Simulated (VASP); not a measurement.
Crystal: Ag3B4.

```
Ag B
1.0
     4.26887    0.00000    0.00000
    -2.13443    3.69695    0.00000
     0.00000    0.00000    5.93064
Ag B
3 4
Direct
  0.00000 0.00000 0.00000
  0.33333 0.66667 0.13272
  0.66667 0.33333 0.86728
  0.50000 0.00000 0.50000
  0.00000 0.50000 0.50000
  0.50000 0.50000 0.50000
  0.00000 0.00000 0.50000
```

The cell was generated, and may not be a known phase.

- Program: VASP 6.6.1
- Task: relaxation of cell and atoms
- Functional: PBE
- Potentials or basis: VASP PAW PBE potentials, release 64 (Ag, B)
- Cutoff: 600 eV
- k mesh: 6 × 6 × 4
- Occupations: gaussian, width 0.1 eV
- Spin: no spin polarisation

At the start: pressure -7.7 GPa; volume 13.37 Å³/atom.

How do energy, volume and symmetry change on relaxing?

Over 25 steps the energy falls by 631.5 meV/atom and the volume is 13.56 Å³/atom (+1.4 %); space group P-3m1 (No. 164, to 0.1 Å) before and after.

The path:
```csv
step,energy change (eV),largest force (eV/Å),pressure (GPa),volume (Å³)
1,0.0000,1.3428,-7.66,93.60
2,-0.5827,1.8881,5.41,85.10
3,-0.6086,2.0961,9.84,82.82
4,-1.0387,1.8330,9.95,82.68
5,-2.1606,0.4025,10.90,81.64
6,-1.4576,5.9895,33.35,77.22
7,-2.4950,1.9318,16.17,80.25
8,-3.0174,1.8576,10.99,82.76
9,-3.7262,1.9041,2.81,89.70
10,-3.7496,1.9135,1.84,91.61
11,-3.7449,1.9100,1.68,92.05
12,-3.8847,1.6003,0.77,92.06
13,-4.1625,0.8148,-1.03,92.09
14,-4.1698,0.5668,-0.72,92.13
15,-4.2544,0.1217,-1.50,92.12
16,-4.3164,0.0698,0.88,90.82
17,-4.3308,0.0256,3.29,89.72
18,-4.3761,0.0728,2.20,91.35
19,-4.4115,0.1671,0.55,94.64
20,-4.4118,0.1578,0.70,94.31
21,-4.4153,0.1374,-0.38,95.00
22,-4.4154,0.1391,-0.30,94.94
23,-4.4175,0.0976,-0.10,94.81
24,-4.4191,0.0192,0.27,94.58
25,-4.4202,0.0096,0.04,94.93
```

Final structure:
```
CELL_PARAMETERS angstrom
3.42609 0.00000 0.00000
-1.71304 2.96708 0.00000
0.00000 0.00000 9.33857
ATOMIC_POSITIONS crystal
Ag 0.00000 0.00000 0.00000
Ag 0.33333 0.66667 0.21157
Ag 0.66667 0.33333 0.78843
B 0.50000 0.00000 0.50000
B 0.00000 0.50000 0.50000
B 0.50000 0.50000 0.50000
B 0.00000 0.00000 0.50000
```

Caveat: a cell axis changed by over 15 % at a fixed basis, so the end point is rough; an odd number of electrons without spin polarisation forces a metal; a magnetic or distorted state may lie lower.
